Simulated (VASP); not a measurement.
SiC: single point with PBE

The system is SiC.

```
Si C
1.0
     4.30481   -0.00408    0.03816
     0.00408   -4.40868    0.01453
    -0.03816    0.01453   -4.40798
Si C
4 4
Direct
  0.00869 0.99140 0.97263
  0.54679 0.59717 0.07550
  0.46505 0.97997 0.51502
  0.97752 0.43871 0.51142
  0.75237 0.79567 0.80228
  0.26763 0.27068 0.69116
  0.21574 0.74037 0.21076
  0.76621 0.18603 0.22123
```

This cell differs from its parent crystal: atoms moved at random and the cell strained at random.

```
Program             : VASP 6.6.1
Task                : single point
Functional          : PBE
Potentials or basis : VASP PAW PBE potentials, release 64 (Si, C)
Cutoff              : 600 eV
k mesh              : 6 × 6 × 6
Occupations         : gaussian, width 0.05 eV
Spin                : no spin polarisation
```

* Pressure: 22.2 GPa
* Largest force: 11.482 eV/Å
* Band gap on the k mesh: 0.02 eV (least direct gap 0.11 eV)

Forces on the atoms (eV/Å):
```
Si   6.447 -6.083 -1.376
Si   1.087  6.771  2.506
Si   2.330 -0.002  2.024
Si  -2.288 -3.767  3.157
C   -5.110  6.046  8.317
C    1.352  1.654 -5.518
C   -0.647  0.189 -5.300
C   -3.172 -4.807 -3.810
```

Stress tensor (GPa, compression positive):
```
37.39  5.14 -9.90
 5.14 13.63  8.83
-9.90  8.83 15.58
```

Levels at points of the mesh, in eV from the valence-band top:
```csv
k point,band 12,band 13,band 14,band 15,band 16,band 17,band 18,band 19,band 20,band 21
"(0.00, 0.00, 0.00)",-3.13,-2.92,-1.40,-0.97,0.00,0.11,0.60,1.46,2.48,3.44
"(0.50, 0.00, 0.00)",-3.68,-2.54,-2.42,-2.12,-1.36,1.49,2.73,3.51,4.06,4.66
"(0.00, 0.50, 0.00)",-3.31,-3.06,-2.67,-2.22,-1.19,2.16,2.76,3.48,4.12,5.00
"(0.50, 0.50, 0.00)",-3.92,-2.02,-1.88,-1.43,-0.71,2.72,3.99,4.41,4.66,6.15
"(0.00, 0.00, 0.50)",-3.41,-2.56,-2.31,-1.87,-1.78,1.59,3.17,3.76,4.18,5.01
"(0.50, 0.00, 0.50)",-4.46,-2.53,-2.03,-1.37,-0.38,2.80,3.71,4.02,5.00,5.49
"(0.00, 0.50, 0.50)",-3.98,-2.38,-1.73,-1.19,-0.66,2.24,3.33,3.64,4.93,5.28
"(0.50, 0.50, 0.50)",-1.65,-1.43,-1.26,-0.75,-0.14,2.54,3.67,3.91,4.19,4.60
```

Wall time 5.7 min on 1 thread of Oxide Virtual Turin-like Processor, on a shared host, peak memory 0.31 GiB.

Caveat: the cell differs from its parent crystal (atoms moved at random and the cell strained at random); the stress differs along the axes, from 14 to 37 GPa; semilocal functionals underestimate gaps, and a narrow one can read as zero; forces of over 1 eV/Å act on the atoms, so gaps and moduli don't describe the material at rest. A k mesh can miss the band edges.
